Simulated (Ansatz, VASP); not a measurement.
PtS2: VASP beside Ansatz

```
Pt S
1.0
     3.54320    0.00000    0.00000
    -1.77160    3.06850    0.00000
     0.00000    0.00000    5.03880
Pt S
1 2
Direct
  0.00000 0.00000 0.00000
  0.23890 0.59753 0.19046
  0.66667 0.33333 0.75000
```

Alike in both runs: task single point; functional PBE; k mesh 12 × 12 × 8; occupations gaussian, width 0.05 eV; no spin polarisation.

|  | VASP | Ansatz |
| --- | --- | --- |
| version | VASP 6.6.1 | Ansatz 0.2.0 |
| potentials or method | VASP PAW PBE potentials, release 64 (Pt, S), cutoff 520 eV | scalar-relativistic, plane waves, PAW |
| valence electrons in the cell | 22 | 30 |

```csv
,VASP,Ansatz,Ansatz less VASP
gap on the k mesh at the Fermi level (eV),0.42,0.41,-0.008
least direct gap on the mesh (eV),0.69,0.67,-0.010
pressure (GPa),20.2,20.7,+0.49
"traceless stress, the component that is largest in VASP (GPa)",11.19,11.21,+0.021
rms of the force components (eV/Å),2.826,2.826,-0.0001
```

Atom by atom the forces differ by 0.023 eV/Å (rms over components). The functional is the same, so the differences come from potentials, cutoffs and numerics. VASP's potentials hold 22 valence electrons a cell and Ansatz's 30, so a difference there can come from the potentials and not from the codes.

Spin-orbit coupling is off throughout.
